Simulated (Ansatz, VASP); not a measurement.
Two plane-wave programs on TiO2

File INCAR:

```
  ALGO = Normal
  EDIFF = 1E-7
  ENCUT = 520
  GGA = PE
  ISIF = 2
  ISMEAR = 0
  IVDW = 12
  LASPH = True
  LCHARG = False
  LREAL = False
  LWAVE = False
  NBANDS = 19
  NELM = 80
  PREC = Accurate
  SIGMA = 0.05
```

Contents of KPOINTS:

```
k-points
0
Gamma
  12 12 12
```

Contents of POSCAR:

```
TiO2
1.0
    1.4862023484      0.8580593258      4.8692561771
   -1.4862023484      0.8580593258      4.8692561771
    0.0000000000     -1.7161186520      4.8692561770
Ti O
1 2
Direct
    0.0000000000      0.0000000000      0.0000000000
    0.6074147792      0.6074147792      0.5689558999
    0.3925852208      0.3925852208      0.4310441001
```

Input for Ansatz:

```yaml
crystal:
  lattice:
    - [1.4862023484, 0.8580593258, 4.8692561771]
    - [-1.4862023484, 0.8580593258, 4.8692561771]
    - [0.0, -1.716118652, 4.869256177]
  atoms:
    - { symbol: Ti, position: [0.0, 0.0, 0.0] }
    - { symbol: O, position: [0.6074147792, 0.6074147792, 0.5689558999] }
    - { symbol: O, position: [0.3925852208, 0.3925852208, 0.4310441001] }
basis:
  ecutwfc: 520.0
kpoints:
  mp_grid: { grid: [12, 12, 12] }
hamiltonian:
  xc: pbe
  pseudopotentials: { kind: paw, azcp: { folder: soft_1 } }
  dispersion: d3bj
scf:
  occupations: { method: gaussian, width: 0.05 }
output:
  forces: true
  stress: true
  eigenvalues: true
```

Change from the starting cell: mode 7 frozen in at +0.066 Å and mode 9 at -0.085 Å (largest displacements).

Alike in both runs: task single point; functional PBE; dispersion D3(BJ); k mesh 12 × 12 × 12; occupations gaussian, width 0.05 eV; no spin polarisation.

```csv
,VASP,Ansatz
version,VASP 6.6.1,Ansatz 0.2.0
potentials or method,"VASP PAW PBE potentials, release 64 (Ti_sv, O), cutoff 520 eV","scalar-relativistic, plane waves, PAW"
valence electrons in the cell,24,24
```

|  | VASP | Ansatz | Ansatz less VASP |
| --- | --- | --- | --- |
| gap on the k mesh at the Fermi level (eV) | 1.97 | 1.99 | +0.021 |
| least direct gap on the mesh (eV) | 2.34 | 2.36 | +0.017 |
| pressure (GPa) | -8.4 | -9.0 | -0.60 |
| traceless stress, the component that is largest in VASP (GPa) | 6.56 | 6.44 | -0.122 |
| rms of the force components (eV/Å) | 0.786 | 0.809 | +0.0228 |

Atom by atom the forces differ by 0.029 eV/Å (rms over components).
